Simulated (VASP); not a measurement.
# H3C8 in VASP: notebook

H3C8 is run at these levels: PBE; tasks: single point.

Everything below comes from runs of VASP 6.6.1. Logs are shortened: lines on timing, memory, paths and dates and some standing lists are left out, and cuts for length are marked.

**1. The cell of the first run**

The cell holds a slab with vacuum, 22 atoms: a = 5.049 Å, b = 5.049 Å, c = 16.776 Å, α = 90.00°, β = 90.00°, γ = 60.00°.

**2. Single point, PBE**

INCAR reads:

```
SYSTEM = H3C8
ALGO     = Normal         ! electronic algorithm
EDIFF    = 1E-6           ! SCF threshold, eV
ENCUT    = 520            ! plane-wave cutoff, eV
GGA      = PE             ! functional
ISIF     = 2              ! what is computed and relaxed
ISMEAR   = -1             ! smearing method
LASPH    = .True.         ! aspherical terms in the spheres
LCHARG   = .True.         ! write CHGCAR
LELF     = .True.         ! ELF
LREAL    = Auto         
LVHAR    = .True.       
LWAVE    = .False.        ! write WAVECAR
NBANDS   = 52             ! bands
NELM     = 100            ! most SCF steps
PREC     = Accurate       ! precision mode
SIGMA    = 0.05           ! smearing width, eV
```

KPOINTS reads:

```
k-points
0
Gamma
  2 2 1
  0 0 0
```

POSCAR reads:

```
H3C8
1.0
    5.0487420000      0.0000000000      0.0000000000
    2.5243710000      4.3723390000      0.0000000000
    0.0000000000      0.0000000000     16.7764260000
H C
6 16
Direct
    0.1666666500      0.1666667000      0.0596075000
    0.6666666500      0.1666667000      0.0596075000
    0.1666666500      0.6666667000      0.0596075000
    0.6666666500      0.6666667000      0.0596075000
    0.0040465648      0.4919068703      0.3455322673
    0.5040465648      0.4919068703      0.3455322673
    0.1666666500      0.1666667000      0.1251757000
    0.6666666500      0.1666667000      0.1251757000
    0.1666666500      0.6666667000      0.1251757000
    0.6666666500      0.6666667000      0.1251757000
   -0.1666666500      0.3333333000      0.1558905000
    0.3333333500      0.3333333000      0.1558905000
   -0.1666666500      0.8333333000      0.1558905000
    0.3333333500      0.8333333000      0.1558905000
   -0.1643374591      0.3286749183      0.2502479371
    0.3356625409      0.3286749183      0.2502479371
   -0.1661612979      0.8323225958      0.2528228361
    0.3338387021      0.8323225958      0.2528228361
    0.0014028537     -0.0028057075      0.2708384814
    0.5014028537     -0.0028057075      0.2708384814
    0.0027789381      0.4944421238      0.2799457054
    0.5027789381      0.4944421238      0.2799457054
```

Potentials or basis: VASP PAW PBE potentials, release 64 (H, C).

The run is started by

```bash
$ cat potpaw_PBE.64/H/POTCAR potpaw_PBE.64/C/POTCAR > POTCAR
$ mpirun -np 1 vasp_std > vasp.out
```

OUTCAR:

```text
SYSTEM = H3C8
   EDIFF = 1E-6
   ENCUT = 520
   GGA = PE
   ISIF = 2
   ISMEAR = -1
   LASPH = .True.
   LREAL = Auto
   NELM = 100
   PREC = Accurate

 ion  position               nearest neighbor table
   1  0.167  0.167  0.060-   7 1.10
   2  0.667  0.167  0.060-   8 1.10
   3  0.167  0.667  0.060-   9 1.10
   4  0.667  0.667  0.060-  10 1.10
   5  0.004  0.492  0.346-  21 1.10
   6  0.504  0.492  0.346-  22 1.10
   7  0.167  0.167  0.125-   1 1.10  12 1.55  11 1.55  14 1.55
   8  0.667  0.167  0.125-   2 1.10  11 1.55  12 1.55  13 1.55
   9  0.167  0.667  0.125-   3 1.10  14 1.55  13 1.55  12 1.55
  10  0.667  0.667  0.125-   4 1.10  13 1.55  14 1.55  11 1.55
  11  0.833  0.333  0.156-   8 1.55   7 1.55  10 1.55  15 1.58
  12  0.333  0.333  0.156-   7 1.55   8 1.55   9 1.55  16 1.58
  13  0.833  0.833  0.156-  10 1.55   9 1.55   8 1.55  17 1.63
  14  0.333  0.833  0.156-   9 1.55  10 1.55   7 1.55  18 1.63
  15  0.836  0.329  0.250-  19 1.49  21 1.54  22 1.54  11 1.58
  16  0.336  0.329  0.250-  20 1.49  22 1.54  21 1.54  12 1.58
  17  0.834  0.832  0.253-  19 1.48  20 1.48  21 1.55  13 1.63
  18  0.334  0.832  0.253-  20 1.48  19 1.48  22 1.55  14 1.63
  19  0.001  0.997  0.271-  17 1.48  18 1.48  15 1.49
  20  0.501  0.997  0.271-  18 1.48  17 1.48  16 1.49
  21  0.003  0.494  0.280-   5 1.10  15 1.54  16 1.54  17 1.55
  22  0.503  0.494  0.280-   6 1.10  16 1.54  15 1.54  18 1.55

  LATTYP: Found a hexagonal cell.
 ALAT       =     5.0487421480
 C/A-ratio  =     3.3228922192

  Lattice vectors:

 A1 = (  -2.5243710000,  -4.3723390000,   0.0000000000)
 A2 = (   5.0487420000,   0.0000000000,   0.0000000000)
 A3 = (   0.0000000000,   0.0000000000,  16.7764260000)

Analysis of symmetry for initial positions (statically):
=====================================================================
 Subroutine PRICEL returns following result:

  LATTYP: Found a simple orthorhombic cell.
 ALAT       =     2.5243710000
 B/A-ratio  =     1.7320508752
 C/A-ratio  =     6.6457846331

  Lattice vectors:

 A1 = (   2.5243710000,   0.0000000000,   0.0000000000)
 A2 = (   0.0000000000,   4.3723390000,   0.0000000000)
 A3 = (   0.0000000000,   0.0000000000,  16.7764260000)

   2 primitive cells build up your supercell.

 Routine SETGRP: Setting up the symmetry group for a
 hexagonal supercell.

 Subroutine GETGRP returns: Found  2 space group operations
 (whereof  2 operations were pure point group operations)
 out of a pool of 24 trial point group operations.

The static configuration has the point symmetry C_1h.

Analysis of symmetry for dynamics (positions and initial velocities):
=====================================================================
 Subroutine PRICEL returns following result:

  LATTYP: Found a simple orthorhombic cell.
 ALAT       =     2.5243710000
 B/A-ratio  =     1.7320508752
 C/A-ratio  =     6.6457846331

  Lattice vectors:

 A1 = (   2.5243710000,   0.0000000000,   0.0000000000)
 A2 = (   0.0000000000,   4.3723390000,   0.0000000000)
 A3 = (   0.0000000000,   0.0000000000,  16.7764260000)

   2 primitive cells build up your supercell.

 Routine SETGRP: Setting up the symmetry group for a
 hexagonal supercell.

 Subroutine GETGRP returns: Found  2 space group operations
 (whereof  2 operations were pure point group operations)
 out of a pool of 24 trial point group operations.

The dynamic configuration has the point symmetry C_1h.

 Subroutine INISYM returns: Found  2 space group operations
 (whereof  2 operations are pure point group operations),
 and found     2 'primitive' translations

----------------------------------------------------------------------------------------

                                     Primitive cell

  volume of cell :     185.1682

  direct lattice vectors                    reciprocal lattice vectors
     2.524371000  0.000000000  0.000000000     0.396138286  0.000000000  0.000000000
     0.000000000  4.372339000  0.000000000     0.000000000  0.228710537  0.000000000
[... 47 lines left out ...]
   LORBIT       =      0    0 simple, 1 ext, 2 COOP (PROOUT), +10 PAW based schemes
   GGA     = PE    functional components
   LHFCALC =     F    Hartree Fock is set to
   AEXX    =    0.0000 exact exchange contribution
   IVDW    =     0    specifies the selected vdW correction
   LEPSILON=     F    determine dielectric tensor
   LRPA    =     F    only Hartree local field effects (RPA)
 non-spin polarized calculation
  energy-cutoff  :      520.00
  volume of cell :      370.34
 maximum number of plane-waves:      9970
 NGX is ok and might be reduce to    40
   NGX = 19   NGY = 19   NGZ = 63

 number of electron      69.9999999 magnetization

 Free energy of the ion-electron system (eV)
  ---------------------------------------------------
  ext. energy  EPLUGINS =         0.00000000
  ---------------------------------------------------
  free energy    TOTEN  =      -163.18213301 eV

  energy without entropy =     -163.11514217  energy(sigma->0) =     -163.14863759

 E-fermi :   0.3230     XC(G=0):  -4.8575

 val. band max:        0.2032856830   @ k =   0.0000   0.0000   0.0000
 cond. band min:       0.3721029678   @ k =   0.5000   0.0000   0.0000
 fundamental gap:      0.1688172848
 Fermi energy:         0.3229929612

 k-point     1 :       0.0000    0.0000    0.0000
  band No.  band energies     occupation
      1     -20.6651      2.00000
      2     -17.9713      2.00000
      3     -15.4481      2.00000
      4     -15.4446      2.00000
      5     -15.4007      2.00000
      6     -14.3580      2.00000
[... 39 lines left out ...]
     46       5.7406      0.00000
     47       6.6387      0.00000

 k-point     2 :       0.5000    0.0000    0.0000
  band No.  band energies     occupation
      1     -19.1634      2.00000
      2     -19.1634      2.00000
      3     -16.5521      2.00000
      4     -16.5521      2.00000
      5     -16.2915      2.00000
      6     -16.2915      2.00000
[... 39 lines left out ...]
     46       6.3422      0.00000
     47       6.7939      0.00000

 k-point     3 :       0.0000    0.5000    0.0000
  band No.  band energies     occupation
      1     -19.2381      2.00000
      2     -19.0886      2.00000
      3     -16.6470      2.00000
      4     -16.4579      2.00000
      5     -16.2942      2.00000
      6     -16.2831      2.00000
[... 39 lines left out ...]
     46       6.4374      0.00000
     47       6.7889      0.00000
 [bands above 47 left out]

------------------------ aborting loop because EDIFF is reached ----------------------------------------

  FORCE on cell =-STRESS in cart. coord.  units (eV):
  Direction    XX          YY          ZZ          XY          YZ          ZX
  --------------------------------------------------------------------------------------
  -------------------------------------------------------------------------------------
  Total        1.7549029      0.9418655     -1.5266654      0.0000000      0.0039325      0.0000000
  in kB        7.5921929      4.0747693     -6.6047747      0.0000000      0.0170133      0.0000000
  external PRESSURE =       1.6873958 kB  Pullay stress =       0.0000000 kB

 VOLUME and BASIS-vectors are now :
 -----------------------------------------------------------------------------
  energy-cutoff  :      520.00
  volume of cell :      370.34
      direct lattice vectors                 reciprocal lattice vectors
     5.048742000  0.000000000  0.000000000     0.198069143 -0.114355268  0.000000000
     2.524371000  4.372339000  0.000000000     0.000000000  0.228710537  0.000000000
     0.000000000  0.000000000 16.776426000     0.000000000  0.000000000  0.059607452

 POSITION                                       TOTAL-FORCE (eV/Angst)
 -----------------------------------------------------------------------------------
      1.26219      0.72872      1.00000        -0.000000     -0.023739     -0.194277
      3.78656      0.72872      1.00000        -0.000000     -0.023739     -0.194277
      2.52437      2.91489      1.00000        -0.000000      0.008914     -0.345161
      5.04874      2.91489      1.00000        -0.000000      0.008914     -0.345161
      1.26219      2.15078      5.79680         0.000000     -0.010481      0.047751
      3.78656      2.15078      5.79680         0.000000     -0.010481      0.047751
[... 14 lines left out ...]
      1.26219      2.16187      4.69649         0.000000      0.001638     -0.016228
      3.78656      2.16187      4.69649         0.000000      0.001638     -0.016228
 -----------------------------------------------------------------------------------
    total drift:                               -0.000000      0.022855     -0.091992

  FREE ENERGIE OF THE ION-ELECTRON SYSTEM (eV)
  ---------------------------------------------------
  free  energy   TOTEN  =      -163.1821330126 eV

  energy  without entropy=     -163.1151421675  energy(sigma->0) =     -163.14863759
```

Run time: 88 s. Hardware: 1 thread of Intel Xeon 6975P-C (Granite Rapids), shared host; peak memory 0.45 GiB.

What came out:

```yaml
Free_energy: -163.1821 eV
Largest_force: 1.625 eV/Å
Band_gap_on_the_k_mesh: zero (band 35 reaches 0.37 eV, above the bottom of band 36 at 0.20 eV)
```

Forces on the atoms (eV/Å):
```
H    0.000 -0.024 -0.194
H    0.000 -0.024 -0.194
H    0.000  0.009 -0.345
H    0.000  0.009 -0.345
H    0.000 -0.010  0.048
H    0.000 -0.010  0.048
C    0.000 -0.002  1.625
C    0.000 -0.002  1.625
C    0.000 -0.041  1.470
C    0.000 -0.041  1.470
C    0.000  0.174 -1.059
C    0.000  0.174 -1.059
C    0.000 -0.109 -1.523
C    0.000 -0.109 -1.523
C    0.000 -0.003 -0.080
C    0.000 -0.003 -0.080
C    0.000  0.026  0.057
C    0.000  0.026  0.057
C    0.000 -0.021  0.019
C    0.000 -0.021  0.019
C    0.000  0.002 -0.016
C    0.000  0.002 -0.016
```

Levels at points of the mesh, in eV from the Fermi level:
```csv
k point,band 33,band 34,band 35,band 36,band 37,band 38
"(0.00, 0.00, 0.00)",-1.54,-1.53,-0.43,-0.12,1.98,2.79
"(0.50, 0.00, 0.00)",-3.27,-3.27,0.05,0.05,3.29,3.29
"(0.00, 0.50, 0.00)",-3.34,-3.10,-0.25,0.36,3.28,3.30
```

Caveat: the k points lie up to 0.72 Å⁻¹ apart.

(Continued in part 2 of 2.)
